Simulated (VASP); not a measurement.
A run of VASP 6.6.1 is set up as follows.

Contents of INCAR:

```
SYSTEM = Rh
ALGO = Fast ; EDIFF = 1E-6
ENCUT = 520 ; GGA = PS
ISIF = 2 ; ISMEAR = 0
LASPH = .True. ; LCHARG = .False.
LREAL = .False. ; LWAVE = .False.
NBANDS = 22 ; NELM = 80
PREC = Accurate ; SIGMA = 0.15
```

File KPOINTS:

```
k-points
0
Gamma
  24 24 14
  0 0 0
```

POSCAR

```
Rh
1.0
    2.9038349716      0.0000000000      0.0000000000
   -1.4519174858      2.5147948538      0.0000000000
    0.0000000000      0.0000000000      4.6753418632
Rh
2
Direct
    0.6666666667      0.3333333333      0.7500000000
    0.3333333333      0.6666666667      0.2500000000
```

Potentials or basis: VASP PAW PBE potentials, release 64 (Rh_pv).

Command:

```bash
$ cat potpaw_PBE.64/Rh_pv/POTCAR > POTCAR
$ mpirun -np 1 vasp_std > vasp.out
```

Task: What does it give for the pressure?

Result: -36.8 GPa.

Task: Predict the band gap on the k mesh.

Result: Zero (bands 15 and 16 overlap by 1.68 eV).

Stress tensor (GPa, compression positive):
```
-36.53   0.00   0.00
  0.00 -36.53   0.00
  0.00   0.00 -37.49
```

Caveat: the cell differs from its parent crystal (strain +0.080 along x and y, +0.080 along z); the cell stands under tension; the PAW data sets were made with another functional, which shifts forces and pressure a little.
